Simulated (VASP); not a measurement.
# BaTiO3 (Cmmm) in VASP: notebook

BaTiO3 is run at these levels: PBE; tasks: single point.

All numbers are computed with VASP 6.6.1; they aren't measurements. Logs are shortened: lines on timing, memory, paths and dates and some standing lists are left out, and cuts for length are marked.

### Step 1. The cell of the first run

Symmetry: Cmmm, No. 65, orthorhombic system. The conventional cell has a = 5.613 Å, b = 5.755 Å, c = 4.019 Å, α = 90.00°, β = 90.00°, γ = 90.00°. Within 3.7 Å of Ba (site symmetry mmm) lie 12 O at 2.81 to 2.88 Å and 8 Ti at 3.45 to 3.51 Å. Ti (site symmetry mmm) has 6 O at 2.01 Å within 2.7 Å. O (site symmetry mmm) has 2 Ti at 2.01 Å and 4 Ba at 2.81 to 2.88 Å and 8 O at 2.84 Å within 2.9 Å. Within 2.9 Å of O (site symmetry 2/m) lie 2 Ti at 2.01 Å and 8 O at 2.81 to 2.88 Å and 4 Ba at 2.84 Å.

### Step 2. Single point, PBE (strain +0.0250 x Voigt [0, 0, 0, 1, 0, 0])

INCAR reads:

```
  PREC = Accurate
  ENCUT = 520
  EDIFF = 1E-6
  ISMEAR = 0
  SIGMA = 0.05
  LREAL = F
  LASPH = T
  NELM = 60
  ALGO = Normal
  ISIF = 2
  LWAVE = F
  LCHARG = F
  GGA = PE
  NBANDS = 28
```

KPOINTS reads:

```
regular mesh
0
Gamma
  8 8 8
```

POSCAR reads:

```
BaTiO3
1.0
    4.0192501416      0.0000000000      0.0000000000
    0.0000000000      4.0192501416      0.0502406268
    0.0000000000      0.0502406268      4.0192501416
Ba Ti O
1 1 3
Direct
    0.5000000000      0.5000000000      0.5000000000
    0.0000000000      0.0000000000      0.0000000000
    0.5000000000      0.0000000000      0.0000000000
    0.0000000000      0.5000000000      0.0000000000
    0.0000000000      0.0000000000      0.5000000000
```

Potentials or basis: VASP PAW PBE potentials, release 64 (Ba_sv, Ti_sv, O).

On the command line:

```sh
> cat potpaw_PBE.64/Ba_sv/POTCAR potpaw_PBE.64/Ti_sv/POTCAR potpaw_PBE.64/O/POTCAR > POTCAR
> mpirun -np 1 vasp_std > vasp.out
```

OUTCAR:

```text
PREC = Accurate
   ENCUT = 520
   EDIFF = 1E-6
   ISMEAR = 0
   LREAL = F
   LASPH = T
   NELM = 60
   ISIF = 2
   GGA = PE

 ion  position               nearest neighbor table
   1  0.500  0.500  0.500-   3 2.81   3 2.81   4 2.84   4 2.84   5 2.84   5 2.84   4 2.84   5 2.84
                             4 2.84   5 2.84   3 2.88   3 2.88   2 3.45   2 3.45   2 3.45   2 3.45
   2  0.000  0.000  0.000-   3 2.01   3 2.01   5 2.01   5 2.01   4 2.01   4 2.01   1 3.45   1 3.45
                             1 3.45   1 3.45   1 3.51   1 3.51   1 3.51   1 3.51
   3  0.500  0.000  0.000-   2 2.01   2 2.01   1 2.81   1 2.81   1 2.88   1 2.88
   4  0.000  0.500  0.000-   2 2.01   2 2.01   1 2.84   1 2.84   1 2.84   1 2.84
   5  0.000  0.000  0.500-   2 2.01   2 2.01   1 2.84   1 2.84   1 2.84   1 2.84

  LATTYP: Found a base centered orthorhombic cell.
 ALAT       =     5.6130270850
 B/A-ratio  =     1.0253164557
 C/A-ratio  =     0.7160574999

  Lattice vectors:

 A1 = (   0.0000000000,  -0.0502406268,  -4.0192501416)
 A2 = (   0.0000000000,   4.0192501416,   0.0502406268)
 A3 = (   4.0192501416,   0.0000000000,   0.0000000000)

Analysis of symmetry for initial positions (statically):
=====================================================================
 Subroutine PRICEL returns:
 Original cell was already a primitive cell.

 Routine SETGRP: Setting up the symmetry group for a
 base centered orthorhombic supercell.

 Subroutine GETGRP returns: Found  8 space group operations
 (whereof  8 operations were pure point group operations)
 out of a pool of  8 trial point group operations.

The static configuration has the point symmetry D_2h.

Analysis of symmetry for dynamics (positions and initial velocities):
=====================================================================
 Subroutine PRICEL returns:
 Original cell was already a primitive cell.

 Routine SETGRP: Setting up the symmetry group for a
 base centered orthorhombic supercell.

 Subroutine GETGRP returns: Found  8 space group operations
 (whereof  8 operations were pure point group operations)
 out of a pool of  8 trial point group operations.

The dynamic configuration has the point symmetry D_2h.

 Subroutine INISYM returns: Found  8 space group operations
 (whereof  8 operations are pure point group operations),
 and found     1 'primitive' translations

----------------------------------------------------------------------------------------

                                     Primitive cell

  volume of cell :      64.9183

  direct lattice vectors                    reciprocal lattice vectors
     4.019250142  0.000000000  0.000000000     0.248802629  0.000000000  0.000000000
     0.000000000  4.019250142  0.050240627     0.000000000  0.248841510 -0.003110519
     0.000000000  0.050240627  4.019250142     0.000000000 -0.003110519  0.248841510

  length of vectors
     4.019250142  4.019564133  4.019564133     0.248802629  0.248860950  0.248860950

  position of ions in fractional coordinates (direct lattice)
     0.500000000  0.500000000  0.500000000
     0.000000000  0.000000000  0.000000000
     0.500000000  0.000000000  0.000000000
     0.000000000  0.500000000  0.000000000
     0.000000000  0.000000000  0.500000000

  ion indices of the primitive-cell ions
   primitive index   ion index
                 1           1
                 2           2
                 3           3
                 4           4
                 5           5

----------------------------------------------------------------------------------------

 KPOINTS: regular mesh

Automatic generation of k-mesh.
 Grid dimensions read from file:
 generate k-points for:    8    8    8

 Generating k-lattice:

  Cartesian coordinates                     Fractional coordinates (reciprocal lattice)
     0.031100329  0.000000000  0.000000000     0.125000000  0.000000000  0.000000000
     0.000000000  0.031105189 -0.000388815     0.000000000  0.125000000  0.000000000
     0.000000000 -0.000388815  0.031105189     0.000000000  0.000000000  0.125000000

  Length of vectors
     0.031100329  0.031107619  0.031107619

  Shift w.r.t. Gamma in fractional coordinates (k-lattice)
     0.000000000  0.000000000  0.000000000

 Subroutine IBZKPT returns following result:
 ===========================================

 Found    105 irreducible k-points:

 Following reciprocal coordinates:
            Coordinates               Weight
  0.000000  0.000000  0.000000      1.000000
  0.125000  0.000000  0.000000      2.000000
  0.250000  0.000000  0.000000      2.000000
  0.375000  0.000000  0.000000      2.000000
  0.500000  0.000000  0.000000      1.000000
  0.000000  0.125000  0.000000      4.000000
[... 16 lines left out ...]
  0.250000  0.500000  0.000000      4.000000
  0.375000  0.500000  0.000000      4.000000
 [... further k-points ...]
   k-points           NKPTS =    105   k-points in BZ     NKDIM =    105   number of bands    NBANDS=     28
   number of dos      NEDOS =    301   number of ions     NIONS =      5
   total plane-waves  NPLWV =  27000
   dimension x,y,z NGX =    30 NGY =   30 NGZ =   30
   dimension x,y,z NGXF=    60 NGYF=   60 NGZF=   60
   ions per type =               1   1   3
   NGX,Y,Z   is equivalent  to a cutoff of  12.41, 12.41, 12.41 a.u.
   NGXF,Y,Z  is equivalent  to a cutoff of  24.82, 24.82, 24.82 a.u.
 SYSTEM =  unknown system
   PREC   = accura    normal or accurate (medium, high low for compatibility)
   ISTART =      0    job   : 0-new  1-cont  2-samecut
   ICHARG =      2    charge: 1-file 2-atom 10-const
   ISPIN  =      1    spin polarized calculation?
   LNONCOLLINEAR =      F non collinear calculations
   LSORBIT =      F    spin-orbit coupling
   LASPH  =      T    aspherical Exc in radial PAW
   ENCUT  =  520.0 eV  38.22 Ry    6.18 a.u.   7.47  7.47  7.47*2*pi/ulx,y,z
   NELM   =     60;   NELMIN=  2; NELMDL= -5     # of ELM steps
   EDIFF  = 0.1E-05   stopping-criterion for ELM
   LREAL  =      F    real-space projection
   EDIFFG = 0.1E-04   stopping-criterion for IOM
   NSW    =      0    number of steps for IOM
   IBRION =     -1    ionic relax: 0-MD 1-quasi-New 2-CG
   NFREE  =      0    steps in history (QN), initial steepest desc. (CG)
   ISIF   =      2    stress and relaxation
   ISYM   =      2    0-nonsym 1-usesym 2-fastsym
   POTIM  = 0.5000    time-step for ionic-motion
   TEBEG  =    0.0;   TEEND  =   0.0 temperature during run
   PSTRESS=    0.0 pullay stress
   NELECT =      40.0000    total number of electrons
   NUPDOWN=      -1.0000    fix difference up-down
   EMIN   =  10.00;   EMAX   =-10.00  energy-range for DOS
   EFERMI =   0.00;   METHOD = LEGACY
   ISMEAR =     0;   SIGMA  =   0.05  broadening in eV -4-tet -1-fermi 0-gaus
   EFERMI_NEDOS =   21; number of points for ismear=-14 and -15
   IALGO  =     38    algorithm
   IMIX   =      4    mixing-type and parameters
     AMIX     =   0.40;   BMIX     =  1.00
     AMIX_MAG =   1.60;   BMIX_MAG =  1.00
  volume/ion in A,a.u.               =      12.98        87.62
  Fermi-wavevector in a.u.,A,eV,Ry     =   1.393068  2.632517 26.404001  1.940639
  Thomas-Fermi vector in A             =   2.516750
   LORBIT       =      0    0 simple, 1 ext, 2 COOP (PROOUT), +10 PAW based schemes
   GGA     = PE    functional components
   LHFCALC =     F    Hartree Fock is set to
   AEXX    =    0.0000 exact exchange contribution
   IVDW    =     0    specifies the selected vdW correction
   LEPSILON=     F    determine dielectric tensor
   LRPA    =     F    only Hartree local field effects (RPA)
 non-spin polarized calculation
 Gauss-broadening in eV      SIGMA  =   0.05
  energy-cutoff  :      520.00
  volume of cell :       64.92
 maximum number of plane-waves:      1775
 NGX is ok and might be reduce to    30
   NGX = 15   NGY = 15   NGZ = 15

 number of electron      39.9999973 magnetization

 Free energy of the ion-electron system (eV)
  ---------------------------------------------------
  ext. energy  EPLUGINS =         0.00000000
  ---------------------------------------------------
  free energy    TOTEN  =       -39.96608257 eV

  energy without entropy =      -39.96608257  energy(sigma->0) =      -39.96608257

 E-fermi :   3.9849     XC(G=0): -11.1949

 val. band max:        3.7576093533   @ k =   0.5000   0.5000   0.5000
 cond. band min:       5.4144186199   @ k =   0.0000   0.0000   0.0000
 fundamental gap:      1.6568092666
 Fermi energy:         3.9848671849

 k-point     1 :       0.0000    0.0000    0.0000
  band No.  band energies     occupation
      1     -52.9513      2.00000
      2     -29.1665      2.00000
      3     -29.1561      2.00000
      4     -29.1445      2.00000
      5     -21.1040      2.00000
      6     -13.1257      2.00000
[... 20 lines left out ...]
     27       8.7793      0.00000
     28      10.9758      0.00000

 k-point     2 :       0.1250    0.0000    0.0000
  band No.  band energies     occupation
      1     -52.9512      2.00000
      2     -29.1663      2.00000
      3     -29.1633      2.00000
      4     -29.1443      2.00000
      5     -21.0880      2.00000
      6     -13.1311      2.00000
[... 20 lines left out ...]
     27       9.0812      0.00000
     28      11.3460      0.00000

 k-point     3 :       0.2500    0.0000    0.0000
  band No.  band energies     occupation
      1     -52.9508      2.00000
      2     -29.1807      2.00000
      3     -29.1656      2.00000
      4     -29.1436      2.00000
      5     -21.0489      2.00000
      6     -13.1878      2.00000
[... 20 lines left out ...]
     27       9.8753      0.00000
     28      12.0417      0.00000

 k-point     4 :       0.3750    0.0000    0.0000
  band No.  band energies     occupation
      1     -52.9505      2.00000
      2     -29.1979      2.00000
      3     -29.1649      2.00000
      4     -29.1429      2.00000
      5     -21.0090      2.00000
      6     -13.2844      2.00000
[... 578 lines left out ...]
     27      11.5526      0.00000
     28      12.1205      0.00000

 k-point    23 :       0.2500    0.5000    0.0000
  band No.  band energies     occupation
      1     -52.9499      2.00000
      2     -29.2050      2.00000
      3     -29.1782      2.00000
      4     -29.1507      2.00000
      5     -20.9563      2.00000
      6     -13.0784      2.00000
[... 20 lines left out ...]
     27      12.2454      0.00000
     28      12.3907      0.00000

 k-point    24 :       0.3750    0.5000    0.0000
  band No.  band energies     occupation
      1     -52.9496      2.00000
      2     -29.2039      2.00000
      3     -29.1950      2.00000
      4     -29.1501      2.00000
      5     -20.9305      2.00000
      6     -12.8663      2.00000
[... 20 lines left out ...]
     27      11.7046      0.00000
     28      13.2792      0.00000

 [... further k-points ...]

------------------------ aborting loop because EDIFF is reached ----------------------------------------

  FORCE on cell =-STRESS in cart. coord.  units (eV):
  Direction    XX          YY          ZZ          XY          YZ          ZX
  --------------------------------------------------------------------------------------
  -------------------------------------------------------------------------------------
  Total        0.7094841      0.7276231      0.7276231      0.0000000     -1.2452800      0.0000000
  in kB       17.5099949     17.9576619     17.9576619      0.0000000    -30.7333827      0.0000000
  external PRESSURE =      17.8084396 kB  Pullay stress =       0.0000000 kB

 VOLUME and BASIS-vectors are now :
 -----------------------------------------------------------------------------
  energy-cutoff  :      520.00
  volume of cell :       64.92
      direct lattice vectors                 reciprocal lattice vectors
     4.019250142  0.000000000  0.000000000     0.248802629  0.000000000  0.000000000
     0.000000000  4.019250142  0.050240627     0.000000000  0.248841510 -0.003110519
     0.000000000  0.050240627  4.019250142     0.000000000 -0.003110519  0.248841510

 POSITION                                       TOTAL-FORCE (eV/Angst)
 -----------------------------------------------------------------------------------
      2.00963      2.03475      2.03475         0.000000     -0.000000      0.000000
      0.00000      0.00000      0.00000         0.000000     -0.000000      0.000000
      2.00963      0.00000      0.00000         0.000000      0.000000     -0.000000
      0.00000      2.00963      0.02512         0.000000     -0.000000      0.000000
      0.00000      0.02512      2.00963         0.000000     -0.000000      0.000000
 -----------------------------------------------------------------------------------
    total drift:                                0.000000     -0.000000      0.000000

  FREE ENERGIE OF THE ION-ELECTRON SYSTEM (eV)
  ---------------------------------------------------
  free  energy   TOTEN  =       -39.9660825697 eV

  energy  without entropy=      -39.9660825697  energy(sigma->0) =      -39.96608257
```

It took 2.2 min on 1 thread of Intel Xeon Platinum 8559C (Emerald Rapids), shared host; peak memory 0.3 GiB.

What came out:

| Property | Result |
| --- | --- |
| Free energy | -39.9661 eV |
| Pressure | 1.8 GPa |
| Band gap on the k mesh | 1.66 eV (least direct gap 1.76 eV) |

Caveat: the cell differs from its parent crystal (strain +0.0250 x Voigt [0, 0, 0, 1, 0, 0]); spin-orbit coupling is left out, which moves the levels of the heavy elements. A k mesh can miss the band edges.

### Step 3. Single point, PBE (strain +0.0150 x Voigt [0, 0, 0, 1, 0, 0])

INCAR reads:

```
PREC = Accurate
ENCUT = 520
EDIFF = 1E-6
ISMEAR = 0
SIGMA = 0.05
LREAL = F
LASPH = T
NELM = 100
ALGO = Normal
ISIF = 2
LWAVE = F
LCHARG = F
GGA = PE
NBANDS = 28
```

KPOINTS is that of step 2.

Changes to POSCAR since step 2:

```diff
@@ -3,4 +3,4 @@
     4.0192501416      0.0000000000      0.0000000000
-    0.0000000000      4.0192501416      0.0502406268
-    0.0000000000      0.0502406268      4.0192501416
+    0.0000000000      4.0192501416      0.0301443761
+    0.0000000000      0.0301443761      4.0192501416
 Ba Ti O
```

Potentials or basis: VASP PAW PBE potentials, release 64 (Ba_sv, Ti_sv, O).

On the command line:

```sh
> cat potpaw_PBE.64/Ba_sv/POTCAR potpaw_PBE.64/Ti_sv/POTCAR potpaw_PBE.64/O/POTCAR > POTCAR
> mpirun -np 1 vasp_std > vasp.out
```

Wall time 97 s (1 thread of Intel Xeon Platinum 8559C (Emerald Rapids), shared host); peak memory 0.3 GiB.

It converged, with:

```
Free energy            : -39.9761 eV
Pressure               : 1.7 GPa
Band gap on the k mesh : 1.68 eV (least direct gap 1.81 eV)
```

Stress tensor (GPa, compression positive):
```
 1.72  0.00  0.00
 0.00  1.74 -1.84
 0.00 -1.84  1.74
```

Levels at points of the mesh, in eV from the valence-band top:
| k point | band 16 | band 17 | band 18 | band 19 | band 20 | band 21 | band 22 | band 23 | band 24 | band 25 |
| --- | --- | --- | --- | --- | --- | --- | --- | --- | --- | --- |
| (0.00, 0.00, 0.00) | -1.08 | -1.06 | -0.21 | -0.17 | -0.12 | 1.68 | 1.71 | 1.73 | 3.81 | 3.81 |
| (0.50, 0.00, 0.00) | -1.89 | -1.86 | -1.79 | -0.79 | -0.66 | 1.86 | 3.40 | 3.42 | 3.81 | 5.79 |
| (0.00, 0.50, 0.00) | -1.90 | -1.82 | -1.82 | -0.73 | -0.73 | 1.86 | 3.41 | 3.41 | 3.81 | 5.79 |
| (0.50, 0.50, 0.00) | -2.66 | -1.74 | -0.89 | -0.89 | -0.10 | 3.42 | 3.42 | 3.83 | 4.64 | 7.52 |
| (0.00, 0.50, 0.50) | -2.64 | -1.74 | -0.91 | -0.86 | -0.10 | 3.40 | 3.43 | 3.83 | 4.64 | 7.52 |
| (0.50, 0.50, 0.50) | -2.42 | -2.38 | -0.02 | -0.01 | 0.00 | 4.05 | 4.07 | 4.08 | 6.60 | 6.66 |

Caveat: the cell differs from its parent crystal (strain +0.0150 x Voigt [0, 0, 0, 1, 0, 0]); spin-orbit coupling is left out, which moves the levels of the heavy elements. A k mesh can miss the band edges.

[end of part 1 of 2]
